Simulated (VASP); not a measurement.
A run of VASP 6.6.1:

Contents of INCAR:

```
PREC = Accurate
ENCUT = 520
EDIFF = 1E-7
ISMEAR = -1
SIGMA = 0.02
LREAL = False
LASPH = True
NELM = 80
ALGO = Normal
ISIF = 2
LWAVE = False
LCHARG = False
GGA = PE
NBANDS = 24
```

Contents of KPOINTS:

```
regular mesh
0
Gamma
  6 6 6
```

Contents of POSCAR:

```
KMgBr3
1.0
    5.4357462659      0.0000000000      0.0000000000
    0.0000000000      5.3031670886      0.0000000000
    0.0000000000      0.0000000000      5.3031670886
K Mg Br
1 1 3
Direct
    0.0000000000      0.0000000000      0.0000000000
    0.5000000000      0.5000000000      0.5000000000
    0.5000000000      0.5000000000      0.0000000000
    0.5000000000      0.0000000000      0.5000000000
    0.0000000000      0.5000000000      0.5000000000
```

Potentials or basis: VASP PAW PBE potentials, release 64 (K_sv, Mg, Br).

Launch:

```bash
$ cat potpaw_PBE.64/K_sv/POTCAR potpaw_PBE.64/Mg/POTCAR potpaw_PBE.64/Br/POTCAR > POTCAR
$ mpirun -np 1 vasp_std > vasp.out
```

Hardware: 1 thread of AMD EPYC 9R45 96-Core Processor (Zen 5), with other jobs on the host.

Problem. Estimate the wall time of this run.

Solution. Run time: 60 s on 1 thread of AMD EPYC 9R45 96-Core Processor (Zen 5), on a shared host, peak memory 0.29 GiB. Counts: scf iterations 13, k points 40.
